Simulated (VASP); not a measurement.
# TiSi4Ni3: single point with PBE

Crystal: TiSi4Ni3.

```xyz
8
Lattice="4.6088 0.0000 0.2162 0.0000 3.7710 0.0000 0.2819 0.0000 5.8875" Properties=species:S:1:pos:R:3 pbc="T T T"
Ti    1.1193    0.0000    1.6715
Si    1.9045    1.8855    3.3967
Si    3.4208    0.0000    3.0949
Si    3.5394    0.0000    5.8891
Si    0.5861    1.8855    0.0136
Ni    4.2783    1.8855    4.0837
Ni    1.3437    0.0000    4.6632
Ni    3.3709    1.8855    1.6021
```

```yaml
Program: VASP 6.6.1
Task: single point
Functional: PBE
Potentials_or_basis: VASP PAW PBE potentials, release 64 (Ti_sv, Si, Ni)
Cutoff: 520 eV
k_mesh: 4 × 6 × 4
Occupations: gaussian, width 0.1 eV
Spin: collinear spin, ferromagnetic start
Starting_moments: "[0.0, 0.0, 0.0, 0.0, 0.0, 2.0, 2.0, 2.0] μB"
```

```yaml
Pressure: 0.2 GPa
Largest_force: 0.045 eV/Å
Band_gap_on_the_k_mesh: zero (filled and empty bands overlap)
Net_moment: 0.00 μB per cell
Valence_electrons_inside_the_program's_atomic_spheres: Ti 10.29; Si 1.66, 1.64, 1.51 (each value once); Ni 9.56, 9.57, 9.51
```

Forces on the atoms (eV/Å):
```
Ti   0.033  0.000  0.030
Si  -0.008  0.000 -0.021
Si  -0.012  0.000 -0.003
Si   0.007  0.000  0.004
Si   0.001  0.000  0.005
Ni  -0.017  0.000  0.006
Ni  -0.003  0.000  0.006
Ni  -0.001  0.000 -0.027
```

Stress tensor (GPa, compression positive):
```
 0.04  0.00 -0.06
 0.00  0.40  0.00
-0.06  0.00  0.20
```

Levels at points of the mesh, in eV from the Fermi level:
Spin up:
```
           k point  band 26  band 27  band 28  band 29  band 30  band 31  band 32  band 33
(0.00, 0.00, 0.00)    -1.12    -0.46    -0.36    -0.09     0.69     1.16     1.32     1.68
(0.50, 0.00, 0.00)    -1.36    -0.86    -0.29     0.05     0.52     1.45     1.52     1.68
(0.00, 0.50, 0.00)    -1.66    -1.32    -0.94    -0.63    -0.29     0.46     1.51     1.69
(0.50, 0.50, 0.00)    -1.52    -1.39    -0.94    -0.66    -0.57     0.50     1.44     1.80
(0.00, 0.00, 0.50)    -1.47    -0.90    -0.65    -0.34     0.06     0.94     1.36     1.51
(0.50, 0.00, 0.50)    -1.62    -0.78    -0.49     0.20     0.76     1.13     1.64     1.92
(0.00, 0.50, 0.50)    -1.89    -1.49    -0.89     0.26     0.30     0.66     1.42     1.59
(0.50, 0.50, 0.50)    -1.74    -1.73    -0.66     0.04     0.55     1.37     1.73     1.77
```
Spin down:
```
           k point  band 27  band 28  band 29  band 30  band 31  band 32
(0.00, 0.00, 0.00)    -0.46    -0.36    -0.09     0.69     1.16     1.32
(0.50, 0.00, 0.00)    -0.86    -0.29     0.05     0.52     1.45     1.52
(0.00, 0.50, 0.00)    -1.32    -0.94    -0.63    -0.29     0.46     1.51
(0.50, 0.50, 0.00)    -1.39    -0.94    -0.66    -0.57     0.50     1.44
(0.00, 0.00, 0.50)    -0.90    -0.65    -0.34     0.06     0.94     1.36
(0.50, 0.00, 0.50)    -0.78    -0.49     0.20     0.76     1.13     1.64
(0.00, 0.50, 0.50)    -1.49    -0.89     0.26     0.30     0.66     1.42
(0.50, 0.50, 0.50)    -1.73    -0.66     0.04     0.55     1.37     1.73
```

It took 7.9 min on 1 thread of Intel Xeon 8259CL, with other jobs on the host, peak memory 0.42 GiB.

Caveat: the moments typed at the start vanished in this run.
